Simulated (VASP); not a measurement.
# SnH5 (I4/mmm) in VASP: notebook, part 2 of 2

VASP 6.6.1. Earlier steps stand in the parts before.

**4. Single point, PBE**

The input, INCAR:

```
SYSTEM = SnH5
PREC = Accurate
ENCUT = 520
EDIFF = 1E-6
ISMEAR = 0
SIGMA = 0.1
LREAL = .FALSE.
LASPH = .TRUE.
NELM = 80
ALGO = Normal
ISIF = 2
LWAVE = .FALSE.
LCHARG = .FALSE.
GGA = PE
NBANDS = 18
```

The input, KPOINTS:

```
regular mesh
0
G
  12 12 12
  0 0 0
```

The input, POSCAR:

```
SnH5
1.0
   -2.3522747065      2.3522747065      2.4134757162
    2.3522747065     -2.3522747065      2.4134757162
    2.3522747065      2.3522747065     -2.4134757162
Sn H
1 5
Direct
    0.5000000000      0.5000000000      0.0000000000
    0.2200675644      0.2200675644      0.4401351288
    0.7799324356      0.7799324356      0.5598648712
    0.2200675644      0.7799324356      0.0000000000
    0.7799324356      0.2200675644      0.0000000000
    0.0000000000      0.0000000000      0.0000000000
```

Potentials or basis: VASP PAW PBE potentials, release 64 (Sn_d, H).

Run with:

```bash
$ cat potpaw_PBE.64/Sn_d/POTCAR potpaw_PBE.64/H/POTCAR > POTCAR
$ mpirun -np 1 vasp_std > vasp.out
```

OUTCAR:

```text
SYSTEM = SnH5
   PREC = Accurate
   ENCUT = 520
   EDIFF = 1E-6
   ISMEAR = 0
   LREAL = .FALSE.
   LASPH = .TRUE.
   NELM = 80
   ISIF = 2
   GGA = PE

 ion  position               nearest neighbor table
   1  0.500  0.500  0.000-   3 1.86   2 1.86   5 1.86   4 1.86
   2  0.220  0.220  0.440-   1 1.86
   3  0.780  0.780  0.560-   1 1.86
   4  0.220  0.780  0.000-   1 1.86
   5  0.780  0.220  0.000-   1 1.86
   6  0.000  0.000  0.000-

  LATTYP: Found a body centered tetragonal cell.
 ALAT       =     4.7045494130
 C/A-ratio  =     1.0260177987

  Lattice vectors:

 A1 = (  -2.3522747065,   2.3522747065,   2.4134757162)
 A2 = (   2.3522747065,  -2.3522747065,   2.4134757162)
 A3 = (   2.3522747065,   2.3522747065,  -2.4134757162)

Analysis of symmetry for initial positions (statically):
=====================================================================
 Subroutine PRICEL returns:
 Original cell was already a primitive cell.

 Routine SETGRP: Setting up the symmetry group for a
 body centered tetragonal supercell.

 Subroutine GETGRP returns: Found 16 space group operations
 (whereof 16 operations were pure point group operations)
 out of a pool of 16 trial point group operations.

The static configuration has the point symmetry D_4h.

Analysis of symmetry for dynamics (positions and initial velocities):
=====================================================================
 Subroutine PRICEL returns:
 Original cell was already a primitive cell.

 Routine SETGRP: Setting up the symmetry group for a
 body centered tetragonal supercell.

 Subroutine GETGRP returns: Found 16 space group operations
 (whereof 16 operations were pure point group operations)
 out of a pool of 16 trial point group operations.

The dynamic configuration has the point symmetry D_4h.

 Subroutine INISYM returns: Found 16 space group operations
 (whereof 16 operations are pure point group operations),
 and found     1 'primitive' translations

----------------------------------------------------------------------------------------

                                     Primitive cell

  volume of cell :      53.4169

  direct lattice vectors                    reciprocal lattice vectors
    -2.352274706  2.352274706  2.413475716     0.000000000  0.212560208  0.207170098
     2.352274706 -2.352274706  2.413475716     0.212560208  0.000000000  0.207170098
     2.352274706  2.352274706 -2.413475716     0.212560208  0.212560208  0.000000000

  length of vectors
     4.109897520  4.109897520  4.109897520     0.296818617  0.296818617  0.300605528

  position of ions in fractional coordinates (direct lattice)
     0.500000000  0.500000000  0.000000000
     0.220067564  0.220067564  0.440135129
     0.779932436  0.779932436  0.559864871
     0.220067564  0.779932436  0.000000000
     0.779932436  0.220067564  0.000000000
     0.000000000  0.000000000  0.000000000

  ion indices of the primitive-cell ions
   primitive index   ion index
                 1           1
                 2           2
                 3           3
                 4           4
[... 27 lines left out ...]
 Found    163 irreducible k-points:

 Following reciprocal coordinates:
            Coordinates               Weight
  0.000000  0.000000  0.000000      1.000000
  0.083333  0.000000 -0.000000      8.000000
  0.166667  0.000000 -0.000000      8.000000
  0.250000  0.000000 -0.000000      8.000000
  0.333333  0.000000 -0.000000      8.000000
  0.416667  0.000000 -0.000000      8.000000
[... 16 lines left out ...]
  0.500000  0.166667 -0.000000     16.000000
 -0.416667  0.166667  0.000000     16.000000
 [... further k-points ...]
   k-points           NKPTS =    163   k-points in BZ     NKDIM =    163   number of bands    NBANDS=     18
   number of dos      NEDOS =    301   number of ions     NIONS =      6
   total plane-waves  NPLWV =  32768
   dimension x,y,z NGX =    32 NGY =   32 NGZ =   32
   dimension x,y,z NGXF=    64 NGYF=   64 NGZF=   64
   ions per type =               1   5
   NGX,Y,Z   is equivalent  to a cutoff of  12.94, 12.94, 12.94 a.u.
   NGXF,Y,Z  is equivalent  to a cutoff of  25.89, 25.89, 25.89 a.u.
 SYSTEM =  SnH5
   PREC   = accura    normal or accurate (medium, high low for compatibility)
   ISTART =      0    job   : 0-new  1-cont  2-samecut
   ICHARG =      2    charge: 1-file 2-atom 10-const
   ISPIN  =      1    spin polarized calculation?
   LNONCOLLINEAR =      F non collinear calculations
   LSORBIT =      F    spin-orbit coupling
   LASPH  =      T    aspherical Exc in radial PAW
   ENCUT  =  520.0 eV  38.22 Ry    6.18 a.u.   7.64  7.64  7.64*2*pi/ulx,y,z
   NELM   =     80;   NELMIN=  2; NELMDL= -5     # of ELM steps
   EDIFF  = 0.1E-05   stopping-criterion for ELM
   LREAL  =      F    real-space projection
   EDIFFG = 0.1E-04   stopping-criterion for IOM
   NSW    =      0    number of steps for IOM
   IBRION =     -1    ionic relax: 0-MD 1-quasi-New 2-CG
   NFREE  =      0    steps in history (QN), initial steepest desc. (CG)
   ISIF   =      2    stress and relaxation
   ISYM   =      2    0-nonsym 1-usesym 2-fastsym
   POTIM  = 0.5000    time-step for ionic-motion
   TEBEG  =    0.0;   TEEND  =   0.0 temperature during run
   PSTRESS=    0.0 pullay stress
   NELECT =      19.0000    total number of electrons
   NUPDOWN=      -1.0000    fix difference up-down
   EMIN   =  10.00;   EMAX   =-10.00  energy-range for DOS
   EFERMI =   0.00;   METHOD = LEGACY
   ISMEAR =     0;   SIGMA  =   0.10  broadening in eV -4-tet -1-fermi 0-gaus
   EFERMI_NEDOS =   21; number of points for ismear=-14 and -15
   IALGO  =     38    algorithm
   IMIX   =      4    mixing-type and parameters
     AMIX     =   0.40;   BMIX     =  1.00
     AMIX_MAG =   1.60;   BMIX_MAG =  1.00
  volume/ion in A,a.u.               =       8.90        60.08
  Fermi-wavevector in a.u.,A,eV,Ry     =   1.159933  2.191956 18.305895  1.345445
  Thomas-Fermi vector in A             =   2.296521
   LORBIT       =      0    0 simple, 1 ext, 2 COOP (PROOUT), +10 PAW based schemes
   GGA     = PE    functional components
   LHFCALC =     F    Hartree Fock is set to
   AEXX    =    0.0000 exact exchange contribution
   IVDW    =     0    specifies the selected vdW correction
   LEPSILON=     F    determine dielectric tensor
   LRPA    =     F    only Hartree local field effects (RPA)
 non-spin polarized calculation
 Gauss-broadening in eV      SIGMA  =   0.10
  energy-cutoff  :      520.00
  volume of cell :       53.42
 maximum number of plane-waves:      1465
   NGX = 15   NGY = 15   NGZ = 15

 number of electron      18.9999992 magnetization

 Free energy of the ion-electron system (eV)
  ---------------------------------------------------
  ext. energy  EPLUGINS =         0.00000000
  ---------------------------------------------------
  free energy    TOTEN  =       -16.52692100 eV

  energy without entropy =      -16.52088509  energy(sigma->0) =      -16.52390305

 E-fermi :   3.5939     XC(G=0):  -9.2155

 val. band max:        3.5921544084   @ k =  -0.1667  -0.3333   0.1667
 cond. band min:       3.5944567555   @ k =  -0.1667   0.1667   0.1667
 fundamental gap:      0.0023023471
 Fermi energy:         3.5939463773

 k-point     1 :       0.0000    0.0000    0.0000
  band No.  band energies     occupation
      1     -18.0667      2.00000
      2     -17.9634      2.00000
      3     -17.9634      2.00000
      4     -17.8841      2.00000
      5     -17.7355      2.00000
      6      -7.8195      2.00000
[... 481 lines left out ...]
      5     -17.7375      2.00000
      6      -6.2425      2.00000
[... 10 lines left out ...]
     17      14.6874      0.00000
     18      15.5441      0.00000

 [... further k-points ...]

------------------------ aborting loop because EDIFF is reached ----------------------------------------

  FORCE on cell =-STRESS in cart. coord.  units (eV):
  Direction    XX          YY          ZZ          XY          YZ          ZX
  --------------------------------------------------------------------------------------
  -------------------------------------------------------------------------------------
  Total       -0.0661082     -0.0661082     -0.0672467      0.0000000      0.0000000      0.0000000
  in kB       -1.9828356     -1.9828356     -2.0169837      0.0000000      0.0000000      0.0000000
  external PRESSURE =      -1.9942183 kB  Pullay stress =       0.0000000 kB

 VOLUME and BASIS-vectors are now :
 -----------------------------------------------------------------------------
  energy-cutoff  :      520.00
  volume of cell :       53.42
      direct lattice vectors                 reciprocal lattice vectors
    -2.352274706  2.352274706  2.413475716     0.000000000  0.212560208  0.207170098
     2.352274706 -2.352274706  2.413475716     0.212560208  0.000000000  0.207170098
     2.352274706  2.352274706 -2.413475716     0.212560208  0.212560208  0.000000000

 POSITION                                       TOTAL-FORCE (eV/Angst)
 -----------------------------------------------------------------------------------
      0.00000      0.00000      2.41348        -0.000000      0.000000     -0.000000
      1.03532      1.03532     -0.00000        -0.001324     -0.001324      0.000000
      1.31696      1.31696      2.41348         0.001324      0.001324     -0.000000
      1.31696     -1.31696      2.41348         0.001324     -0.001324     -0.000000
     -1.31696      1.31696      2.41348        -0.001324      0.001324     -0.000000
      0.00000      0.00000      0.00000        -0.000000      0.000000     -0.000000
 -----------------------------------------------------------------------------------
    total drift:                               -0.000000      0.000000     -0.000000

  FREE ENERGIE OF THE ION-ELECTRON SYSTEM (eV)
  ---------------------------------------------------
  free  energy   TOTEN  =       -16.5269210019 eV

  energy  without entropy=      -16.5208850944  energy(sigma->0) =      -16.52390305
```

Wall time 58 s (1 thread of Intel Xeon Platinum 8488C (Sapphire Rapids), shared host); peak memory 0.27 GiB.

What came out:

* Free energy: -16.5269 eV
* Pressure: -0.2 GPa

Caveat: spin-orbit coupling is left out, which moves the levels of the heavy elements.

**5. Relaxation of cell and atoms, PBE**

This run uses another cell than the first one, of 11.85 Å³/atom, 1.331 times its volume.

The input, INCAR:

```
ALGO = Normal
EDIFF = 1E-7
EDIFFG = -0.04
ENCUT = 600
GGA = PE
IBRION = 2
ISIF = 3
ISMEAR = 0
LASPH = T
LCHARG = F
LREAL = F
LWAVE = F
NELM = 100
NSW = 90
PREC = Accurate
SIGMA = 0.1
```

The input, KPOINTS:

```
k-points
0
Gamma
  6 6 6
```

The input, POSCAR:

```
SnH5
1.0
   -2.0885773100      2.0885773100      4.0759484600
    2.0885773100     -2.0885773100      4.0759484600
    2.0885773100      2.0885773100     -4.0759484600
Sn H
1 5
Direct
    0.5000000000      0.5000000000      0.0000000000
    0.1520827900      0.1520827900      0.3041655700
    0.8479172100      0.8479172100      0.6958344300
    0.1520827900      0.8479172100      0.0000000000
    0.8479172100      0.1520827900      0.0000000000
    0.0000000000      0.0000000000      0.0000000000
```

Potentials or basis: VASP PAW PBE potentials, release 64 (Sn_d, H).

Run with:

```bash
$ cat potpaw_PBE.64/Sn_d/POTCAR potpaw_PBE.64/H/POTCAR > POTCAR
$ mpirun -np 1 vasp_std > vasp.out
```

OUTCAR:

```text
EDIFF = 1E-7
   EDIFFG = -0.04
   ENCUT = 600
   GGA = PE
   IBRION = 2
   ISIF = 3
   ISMEAR = 0
   LASPH = T
   LREAL = F
   NELM = 100
   NSW = 90
   PREC = Accurate

 ion  position               nearest neighbor table
   1  0.500  0.500  0.000-   4 2.06   5 2.06   3 2.06   2 2.06
   2  0.152  0.152  0.304-   1 2.06
   3  0.848  0.848  0.696-   1 2.06
   4  0.152  0.848  0.000-   1 2.06
   5  0.848  0.152  0.000-   1 2.06
   6  0.000  0.000  0.000-

  LATTYP: Found a body centered tetragonal cell.
 ALAT       =     4.1771546200
 C/A-ratio  =     1.9515430147

  Lattice vectors:

 A1 = (  -2.0885773100,   2.0885773100,   4.0759484600)
 A2 = (   2.0885773100,  -2.0885773100,   4.0759484600)
 A3 = (   2.0885773100,   2.0885773100,  -4.0759484600)

Analysis of symmetry for initial positions (statically):
=====================================================================
 Subroutine PRICEL returns:
[... 697 lines left out ...]
------------------------ aborting loop because EDIFF is reached ----------------------------------------
[... 75 lines left out ...]
--------------------------------------- Ionic step       27  -------------------------------------------

 number of electron      18.9999999 magnetization

 Free energy of the ion-electron system (eV)
  ---------------------------------------------------
  ext. energy  EPLUGINS =         0.00000000
  ---------------------------------------------------
  free energy    TOTEN  =       -16.54088381 eV

  energy without entropy =      -16.53759861  energy(sigma->0) =      -16.53924121

 E-fermi :   3.8651     XC(G=0):  -9.2937

 val. band max:        3.6179565194   @ k =   0.5000   0.0000  -0.0000
 cond. band min:       3.9453078476   @ k =  -0.3333  -0.3333   0.1667
 fundamental gap:      0.3273513282
 Fermi energy:         3.8651326178

 k-point     1 :       0.0000    0.0000    0.0000
  band No.  band energies     occupation
      1     -17.8512      2.00000
      2     -17.7596      2.00000
      3     -17.7596      2.00000
      4     -17.6911      2.00000
      5     -17.5535      2.00000
      6      -7.8746      2.00000
      7       1.0828      2.00000
      8       1.0828      2.00000
      9       1.5493      2.00000
     10       4.1901      0.00000
     11       6.1911      0.00000
     12       8.5157      0.00000
     13       8.5157      0.00000
[... 401 lines left out ...]
  FREE ENERGIE OF THE ION-ELECTRON SYSTEM (eV)
  ---------------------------------------------------
  free  energy   TOTEN  =       -16.5408838082 eV

  energy  without entropy=      -16.5375986067  energy(sigma->0) =      -16.53924121

 reached required accuracy - stopping structural energy minimisation
```

OSZICAR:

```text
N       E                     dE             d eps       ncg     rms          rms(c)
DAV:   1     0.108170787353E+03    0.10817E+03   -0.96433E+03   780   0.171E+03
DAV:   2    -0.497525066261E+01   -0.11315E+03   -0.11003E+03   835   0.362E+02
DAV:   3    -0.159236240008E+02   -0.10948E+02   -0.10825E+02   988   0.108E+02
[... 297 lines left out ...]
DAV:   5    -0.165408888174E+02    0.57965E-05   -0.22720E-05   995   0.837E-02    0.614E-03
DAV:   6    -0.165408839014E+02    0.49160E-05   -0.52229E-06   897   0.332E-02    0.128E-03
DAV:   7    -0.165408835155E+02    0.38585E-06   -0.31941E-07   899   0.598E-03    0.963E-04
DAV:   8    -0.165408837804E+02   -0.26492E-06   -0.85633E-08   410   0.473E-03    0.985E-05
DAV:   9    -0.165408838082E+02   -0.27778E-07   -0.15279E-08   390   0.109E-03
  27 F= -.16540884E+02 E0= -.16539241E+02  d E =-.224724E-02
```

Run time: 8.9 min. Hardware: 1 thread of Intel Xeon Platinum 8488C (Sapphire Rapids), shared host; peak memory 0.27 GiB.

Results:

```
Free energy                            : -16.5409 eV
Relaxed volume                         : 8.78 Å³/atom
Relaxed cell                           : a = 4.102 Å, b = 4.102 Å, c = 4.102 Å, α = 112.62°, β = 112.62°, γ = 103.34°
Space group after relaxing (to 0.05 Å) : I4/mmm (No. 139)
Energy gained by relaxing              : 307.5 meV/atom
Ionic steps                            : 27
Pressure after relaxing                : 0.4 GPa
Largest force after relaxing           : 0.027 eV/Å
```

Forces in eV/Å, atoms in the order of the input:
```
Sn   0.000  0.000  0.000
H    0.019  0.019  0.000
H   -0.019 -0.019  0.000
H   -0.019  0.019  0.000
H    0.019 -0.019  0.000
H    0.000  0.000  0.000
```

Stress tensor (GPa, compression positive):
```
0.48 0.00 0.00
0.00 0.48 0.00
0.00 0.00 0.36
```

Step by step:
```csv
step,energy change (eV),largest force (eV/Å),pressure (GPa),volume (Å³)
1,0.0000,3.3608,7.98,71.12
2,-1.3975,0.7765,-0.33,77.29
3,-1.4952,0.5083,-1.35,78.79
4,-1.5467,0.1267,-2.39,81.81
5,-1.5481,0.1770,-2.30,81.36
6,-1.5477,0.2002,-2.25,81.15
7,-1.5814,0.0696,-1.21,78.75
8,-1.5891,0.0406,-0.36,77.08
9,-1.5959,0.0357,-0.35,76.35
10,-1.6164,0.0195,-0.31,74.19
11,-1.6571,0.0193,-0.18,69.88
12,-1.7282,0.1062,0.77,61.34
13,-1.5118,0.5124,10.33,44.61
14,-1.7391,0.1273,1.05,59.48
15,-1.7439,0.1443,1.47,57.32
16,-1.7540,0.1237,0.99,56.98
17,-1.7723,0.0840,0.55,56.29
18,-1.8071,0.1721,-0.57,54.75
19,-1.6905,0.4214,-0.33,50.96
20,-1.8171,0.2262,-0.91,54.21
21,-1.8008,0.2913,-1.39,52.98
22,-1.8194,0.2455,-1.13,53.94
23,-1.8311,0.1769,-0.52,52.62
24,-1.8313,0.1842,-0.59,52.76
25,-1.8427,0.0659,0.54,52.35
26,-1.8430,0.0416,0.77,52.28
27,-1.8453,0.0268,0.44,52.70
```

Final structure:
```xyz
6
Lattice="-2.2756 2.2756 2.5441 2.2756 -2.2756 2.5441 2.2756 2.2756 -2.5441" Properties=species:S:1:pos:R:3 pbc="T T T"
Sn    0.0000    0.0000    2.5441
H     0.9491    0.9491    0.0000
H     1.3265    1.3265    2.5441
H     1.3265   -1.3265    2.5441
H    -1.3265    1.3265    2.5441
H     0.0000    0.0000    0.0000
```

Caveat: the volume moved by over 15 % at a fixed basis, so the end points are rough; spin-orbit coupling is left out, which moves the levels of the heavy elements.

**6. The runs side by side**

| task | cell | k mesh | cutoff (eV) | gap on the mesh (eV) | pressure (GPa) | largest force (eV/Å) |
| --- | --- | --- | --- | --- | --- | --- |
| single point | a = 4.122 Å, angles 112.7, 112.7, 103.2°, 6 atoms | 6 × 6 × 6 | 520 | none | -0.2 | 0.01 |
| single point | a = 5.034 Å, angles 131.0, 131.0, 71.9°, 6 atoms | 6 × 6 × 6 | 520 | none | 7.8 | 3.37 |
| single point | a = 4.110 Å, angles 110.2, 110.2, 108.1°, 6 atoms | 12 × 12 × 12 | 520 | none | -0.2 | - |
| relaxation of cell and atoms | relaxed from a = 5.034 Å, angles 131.0, 131.0, 71.9°, 6 atoms | 6 × 6 × 6 | 600 | none | 0.4 | 0.03 |

Alike in all rows: level PBE; potentials or basis VASP PAW PBE potentials, release 64 (Sn_d, H); no spin polarisation; smearing gaussian 0.1 eV.

Caveats: spin-orbit coupling is left out, which moves the levels of the heavy elements; forces of over 1 eV/Å act on the atoms, so gaps and moduli don't describe the material at rest (some runs); the volume moved by over 15 % at a fixed basis, so the end points are rough (some runs).

Total energies depend on the potentials used, so only differences within one code and one set of settings carry meaning.
